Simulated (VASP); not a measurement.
# Si2W (I4/mmm) in VASP: further runs

Runs on Si2W. Level: PBE. Tasks: single point.

Program: VASP 6.6.1. These are calculated values, not measurements. Logs are shortened: lines on timing, memory, paths and dates and some standing lists are left out, and cuts for length are marked.

## Step 1: The cell of the first run

Symmetry: I4/mmm, No. 139, tetragonal system. The conventional cell has a = 3.214 Å, b = 3.214 Å, c = 7.830 Å, α = 90.00°, β = 90.00°, γ = 90.00°. Si (site symmetry 4mm) has 9 Si at 2.59 to 3.21 Å and 5 W at 2.62 Å within 3.4 Å. Within 3.4 Å of W (site symmetry 4/mmm) lie 10 Si at 2.62 Å and 4 W at 3.21 Å.

## Step 2: Single point, PBE

File INCAR:

```
  ALGO = Normal
  EDIFF = 1E-6
  ENCUT = 500
  GGA = PE
  GGA_COMPAT = False
  ISIF = 2
  ISMEAR = -1
  LASPH = True
  LCHARG = False
  LREAL = False
  LWAVE = False
  NBANDS = 18
  NELM = 120
  PREC = Accurate
  SIGMA = 0.15
```

File KPOINTS:

```
k-points
0
Gamma
  13 13 13
```

File POSCAR:

```
Si2W
1.0
   -1.6069000000      1.6069000000      3.9149500000
    1.6069000000     -1.6069000000      3.9149500000
    1.6069000000      1.6069000000     -3.9149500000
Si W
2 1
Direct
    0.3347000000      0.3347000000      0.0000000000
    0.6653000000      0.6653000000      0.0000000000
    0.0000000000      0.0000000000      0.0000000000
```

Potentials or basis: VASP PAW PBE potentials, release 64 (Si, W_sv).

Command:

```
cat potpaw_PBE.64/Si/POTCAR potpaw_PBE.64/W_sv/POTCAR > POTCAR
mpirun -np 1 vasp_std > vasp.out
```

OUTCAR:

```text
EDIFF = 1E-6
   ENCUT = 500
   GGA = PE
   ISIF = 2
   ISMEAR = -1
   LASPH = True
   LREAL = False
   NELM = 120
   PREC = Accurate

 ion  position               nearest neighbor table
   1  0.335  0.335  0.000-   2 2.59   3 2.62   3 2.62   3 2.62   3 2.62   3 2.62   2 2.63   2 2.63
                             2 2.63   2 2.63
   2  0.665  0.665  0.000-   1 2.59   3 2.62   3 2.62   3 2.62   3 2.62   3 2.62   1 2.63   1 2.63
                             1 2.63   1 2.63
   3  0.000  0.000  0.000-   2 2.62   2 2.62   2 2.62   1 2.62   2 2.62   1 2.62   1 2.62   1 2.62
                             1 2.62   2 2.62

  LATTYP: Found a body centered tetragonal cell.
 ALAT       =     3.2138000000
 C/A-ratio  =     2.4363370465

  Lattice vectors:

 A1 = (  -1.6069000000,   1.6069000000,   3.9149500000)
 A2 = (   1.6069000000,  -1.6069000000,   3.9149500000)
 A3 = (   1.6069000000,   1.6069000000,  -3.9149500000)

Analysis of symmetry for initial positions (statically):
=====================================================================
 Subroutine PRICEL returns:
 Original cell was already a primitive cell.

 Routine SETGRP: Setting up the symmetry group for a
 body centered tetragonal supercell.

 Subroutine GETGRP returns: Found 16 space group operations
 (whereof 16 operations were pure point group operations)
 out of a pool of 16 trial point group operations.

The static configuration has the point symmetry D_4h.

Analysis of symmetry for dynamics (positions and initial velocities):
=====================================================================
 Subroutine PRICEL returns:
 Original cell was already a primitive cell.

 Routine SETGRP: Setting up the symmetry group for a
 body centered tetragonal supercell.

 Subroutine GETGRP returns: Found 16 space group operations
 (whereof 16 operations were pure point group operations)
 out of a pool of 16 trial point group operations.

The dynamic configuration has the point symmetry D_4h.

 Subroutine INISYM returns: Found 16 space group operations
 (whereof 16 operations are pure point group operations),
 and found     1 'primitive' translations

----------------------------------------------------------------------------------------

                                     Primitive cell

  volume of cell :      40.4356

  direct lattice vectors                    reciprocal lattice vectors
    -1.606900000  1.606900000  3.914950000     0.000000000  0.311158131  0.127715552
     1.606900000 -1.606900000  3.914950000     0.311158131  0.000000000  0.127715552
     1.606900000  1.606900000 -3.914950000     0.311158131  0.311158131  0.000000000

  length of vectors
     4.526708376  4.526708376  4.526708376     0.336348992  0.336348992  0.440044048

  position of ions in fractional coordinates (direct lattice)
     0.334700000  0.334700000  0.000000000
     0.665300000  0.665300000  0.000000000
     0.000000000  0.000000000  0.000000000

  ion indices of the primitive-cell ions
   primitive index   ion index
                 1           1
                 2           2
                 3           3

----------------------------------------------------------------------------------------

 KPOINTS: k-points

Automatic generation of k-mesh.
 Grid dimensions read from file:
 generate k-points for:   13   13   13

 Generating k-lattice:

  Cartesian coordinates                     Fractional coordinates (reciprocal lattice)
     0.000000000  0.023935241  0.009824273     0.076923077  0.000000000  0.000000000
     0.023935241  0.000000000  0.009824273     0.000000000  0.076923077  0.000000000
     0.023935241  0.023935241  0.000000000     0.000000000  0.000000000  0.076923077

  Length of vectors
     0.025872999  0.025872999  0.033849542

  Shift w.r.t. Gamma in fractional coordinates (k-lattice)
     0.000000000  0.000000000  0.000000000

 Subroutine IBZKPT returns following result:
 ===========================================

 Found    196 irreducible k-points:

 Following reciprocal coordinates:
            Coordinates               Weight
  0.000000  0.000000  0.000000      1.000000
  0.076923  0.000000 -0.000000      8.000000
  0.153846  0.000000 -0.000000      8.000000
  0.230769  0.000000  0.000000      8.000000
  0.307692  0.000000 -0.000000      8.000000
  0.384615  0.000000 -0.000000      8.000000
[... 16 lines left out ...]
  0.384615  0.153846  0.000000     16.000000
  0.461538  0.153846  0.000000     16.000000
 [... further k-points ...]
   k-points           NKPTS =    196   k-points in BZ     NKDIM =    196   number of bands    NBANDS=     18
   number of dos      NEDOS =    301   number of ions     NIONS =      3
   total plane-waves  NPLWV =  46656
   dimension x,y,z NGX =    36 NGY =   36 NGZ =   36
   dimension x,y,z NGXF=    72 NGYF=   72 NGZF=   72
   ions per type =               2   1
   NGX,Y,Z   is equivalent  to a cutoff of  13.22, 13.22, 13.22 a.u.
   NGXF,Y,Z  is equivalent  to a cutoff of  26.44, 26.44, 26.44 a.u.
 SYSTEM =  unknown system
   PREC   = accura    normal or accurate (medium, high low for compatibility)
   ISTART =      0    job   : 0-new  1-cont  2-samecut
   ICHARG =      2    charge: 1-file 2-atom 10-const
   ISPIN  =      1    spin polarized calculation?
   LNONCOLLINEAR =      F non collinear calculations
   LSORBIT =      F    spin-orbit coupling
   LASPH  =      T    aspherical Exc in radial PAW
   ENCUT  =  500.0 eV  36.75 Ry    6.06 a.u.   8.25  8.25  8.25*2*pi/ulx,y,z
   NELM   =    120;   NELMIN=  2; NELMDL= -5     # of ELM steps
   EDIFF  = 0.1E-05   stopping-criterion for ELM
   LREAL  =      F    real-space projection
   EDIFFG = 0.1E-04   stopping-criterion for IOM
   NSW    =      0    number of steps for IOM
   IBRION =     -1    ionic relax: 0-MD 1-quasi-New 2-CG
   NFREE  =      0    steps in history (QN), initial steepest desc. (CG)
   ISIF   =      2    stress and relaxation
   ISYM   =      2    0-nonsym 1-usesym 2-fastsym
   POTIM  = 0.5000    time-step for ionic-motion
   TEBEG  =    0.0;   TEEND  =   0.0 temperature during run
   PSTRESS=    0.0 pullay stress
   NELECT =      22.0000    total number of electrons
   NUPDOWN=      -1.0000    fix difference up-down
   EMIN   =  10.00;   EMAX   =-10.00  energy-range for DOS
   EFERMI =   0.00;   METHOD = LEGACY
   ISMEAR =    -1;   SIGMA  =   0.15  broadening in eV -4-tet -1-fermi 0-gaus
   EFERMI_NEDOS =   21; number of points for ismear=-14 and -15
   IALGO  =     38    algorithm
   IMIX   =      4    mixing-type and parameters
     AMIX     =   0.40;   BMIX     =  1.00
     AMIX_MAG =   1.60;   BMIX_MAG =  1.00
  volume/ion in A,a.u.               =      13.48        90.96
  Fermi-wavevector in a.u.,A,eV,Ry     =   1.336476  2.525573 24.302284  1.786167
  Thomas-Fermi vector in A             =   2.465099
   LORBIT       =      0    0 simple, 1 ext, 2 COOP (PROOUT), +10 PAW based schemes
   GGA     = PE    functional components
   LHFCALC =     F    Hartree Fock is set to
   AEXX    =    0.0000 exact exchange contribution
   IVDW    =     0    specifies the selected vdW correction
   LEPSILON=     F    determine dielectric tensor
   LRPA    =     F    only Hartree local field effects (RPA)
 non-spin polarized calculation
  energy-cutoff  :      500.00
  volume of cell :       40.44
 maximum number of plane-waves:      1041
 NGX is ok and might be reduce to    36
   NGX = 17   NGY = 17   NGZ = 17

 number of electron      21.9999999 magnetization

 Free energy of the ion-electron system (eV)
  ---------------------------------------------------
  ext. energy  EPLUGINS =         0.00000000
  ---------------------------------------------------
  free energy    TOTEN  =       -24.82022187 eV

  energy without entropy =      -24.79039689  energy(sigma->0) =      -24.80530938

 E-fermi :  11.9718     XC(G=0): -12.5286

 val. band max:       11.9452161109   @ k =  -0.3846  -0.4615   0.3846
 cond. band min:      12.0289131328   @ k =  -0.3846  -0.4615   0.3077
 fundamental gap:      0.0836970220
 Fermi energy:        11.9717713365

 k-point     1 :       0.0000    0.0000    0.0000
  band No.  band energies     occupation
      1     -61.8974      2.00000
      2     -26.1585      2.00000
      3     -26.1377      2.00000
      4     -26.1377      2.00000
      5      -2.1171      2.00000
      6       5.1053      2.00000
[... 10 lines left out ...]
     17      17.6566      0.00000
     18      17.6566      0.00000

 k-point     2 :       0.0769    0.0000   -0.0000
  band No.  band energies     occupation
      1     -61.8969      2.00000
      2     -26.1576      2.00000
      3     -26.1504      2.00000
      4     -26.1366      2.00000
      5      -2.0040      2.00000
      6       5.1138      2.00000
[... 10 lines left out ...]
     17      17.6680      0.00000
     18      18.0651      0.00000

 k-point     3 :       0.1538    0.0000   -0.0000
  band No.  band energies     occupation
      1     -61.8957      2.00000
      2     -26.1853      2.00000
      3     -26.1549      2.00000
      4     -26.1334      2.00000
      5      -1.6693      2.00000
      6       5.1007      2.00000
[... 10 lines left out ...]
     17      17.8916      0.00000
     18      19.0022      0.00000

 k-point     4 :       0.2308    0.0000    0.0000
  band No.  band energies     occupation
      1     -61.8940      2.00000
      2     -26.2341      2.00000
      3     -26.1512      2.00000
      4     -26.1289      2.00000
      5      -1.1273      2.00000
      6       4.9179      2.00000
[... 375 lines left out ...]
      4     -26.1444      2.00000
      5       0.1970      2.00000
      6       4.0645      2.00000
[... 10 lines left out ...]
     17      19.0544      0.00000
     18      20.2672      0.00000

 k-point    23 :       0.3846    0.1538    0.0000
  band No.  band energies     occupation
      1     -61.8891      2.00000
      2     -26.3213      2.00000
      3     -26.1657      2.00000
      4     -26.1405      2.00000
      5       1.0606      2.00000
      6       3.4054      2.00000
[... 10 lines left out ...]
     17      19.2445      0.00000
     18      20.4656      0.00000

 k-point    24 :       0.4615    0.1538    0.0000
  band No.  band energies     occupation
      1     -61.8883      2.00000
      2     -26.3447      2.00000
      3     -26.1631      2.00000
      4     -26.1377      2.00000
      5       2.0068      2.00000
      6       2.4834      2.00000
[... 10 lines left out ...]
     17      19.3747      0.00000
     18      20.6774      0.00000

 [... further k-points ...]

------------------------ aborting loop because EDIFF is reached ----------------------------------------

  FORCE on cell =-STRESS in cart. coord.  units (eV):
  Direction    XX          YY          ZZ          XY          YZ          ZX
  --------------------------------------------------------------------------------------
  -------------------------------------------------------------------------------------
  Total        0.8220871      0.8220871      1.0001623      0.0000000     -0.0000000     -0.0000000
  in kB       32.5735039     32.5735039     39.6293681      0.0000000     -0.0000000     -0.0000000
  external PRESSURE =      34.9254586 kB  Pullay stress =       0.0000000 kB

 VOLUME and BASIS-vectors are now :
 -----------------------------------------------------------------------------
  energy-cutoff  :      500.00
  volume of cell :       40.44
      direct lattice vectors                 reciprocal lattice vectors
    -1.606900000  1.606900000  3.914950000     0.000000000  0.311158131  0.127715552
     1.606900000 -1.606900000  3.914950000     0.311158131  0.000000000  0.127715552
     1.606900000  1.606900000 -3.914950000     0.311158131  0.311158131  0.000000000

 POSITION                                       TOTAL-FORCE (eV/Angst)
 -----------------------------------------------------------------------------------
      0.00000      0.00000      2.62067        -0.000000     -0.000000     -0.082744
      0.00000      0.00000      5.20923         0.000000      0.000000      0.082744
      0.00000      0.00000      0.00000         0.000000      0.000000      0.000000
 -----------------------------------------------------------------------------------
    total drift:                               -0.000000     -0.000000      0.000000

  FREE ENERGIE OF THE ION-ELECTRON SYSTEM (eV)
  ---------------------------------------------------
  free  energy   TOTEN  =       -24.8202218704 eV

  energy  without entropy=      -24.7903968942  energy(sigma->0) =      -24.80530938
```

It took 3 min on 1 thread of AMD EPYC 7R13 (Zen 3), shared host; peak memory 0.26 GiB.

What came out:

- Free energy: -24.8202 eV
- Pressure: 3.5 GPa
- Largest force: 0.083 eV/Å
- Band gap on the k mesh: zero (bands 11 and 12 overlap by 1.20 eV)

Forces in eV/Å, atoms in the order of the input:
```
Si   0.000  0.000 -0.083
Si   0.000  0.000  0.083
W    0.000  0.000  0.000
```

Levels at points of the mesh, in eV from the Fermi level:
| k point | band 8 | band 9 | band 10 | band 11 | band 12 | band 13 | band 14 | band 15 |
| --- | --- | --- | --- | --- | --- | --- | --- | --- |
| (0.00, 0.00, 0.00) | -3.33 | -2.85 | -2.85 | 0.60 | 2.73 | 2.92 | 3.05 | 3.05 |

Caveat: the cell stands under pressure; spin-orbit coupling is left out, which moves the levels of the heavy elements.

## Step 3: Single point, PBE

File INCAR:

```
SYSTEM = Si2W
  PREC = Accurate
  ENCUT = 500
  EDIFF = 1E-6
  ISMEAR = -1
  SIGMA = 0.15
  LREAL = .FALSE.
  LASPH = .TRUE.
  NELM = 120
  ALGO = Normal
  ISIF = 2
  LWAVE = .FALSE.
  LCHARG = .FALSE.
  GGA = PE
  NBANDS = 18
  GGA_COMPAT = .FALSE.
```

File KPOINTS:

```
Automatic mesh
0
G
  13 13 13
  0 0 0
```

POSCAR is that of step 2.

Potentials or basis: VASP PAW PBE potentials, release 64 (Si, W_sv).

Command:

```
cat potpaw_PBE.64/Si/POTCAR potpaw_PBE.64/W_sv/POTCAR > POTCAR
mpirun -np 1 vasp_std > vasp.out
```

Wall time 2.9 min (1 thread of AMD EPYC 7R13 (Zen 3), shared host); peak memory 0.26 GiB.

Results (log left out):

- Free energy: -24.8202 eV
- Pressure: 3.5 GPa
- Largest force: 0.083 eV/Å
- Band gap on the k mesh: zero (bands 11 and 12 overlap by 1.20 eV)

Forces on the atoms (eV/Å):
```
Si   0.000  0.000 -0.083
Si   0.000  0.000  0.083
W    0.000  0.000  0.000
```

Stress tensor (GPa, compression positive):
```
3.26 0.00 0.00
0.00 3.26 0.00
0.00 0.00 3.96
```

Levels at points of the mesh, in eV from the Fermi level:
```
           k point  band 7  band 8  band 9  band 10  band 11  band 12  band 13  band 14  band 15  band 16
(0.00, 0.00, 0.00)   -3.75   -3.33   -2.85    -2.85     0.60     2.73     2.92     3.05     3.05     4.62
```

Caveat: the cell stands under pressure; spin-orbit coupling is left out, which moves the levels of the heavy elements.
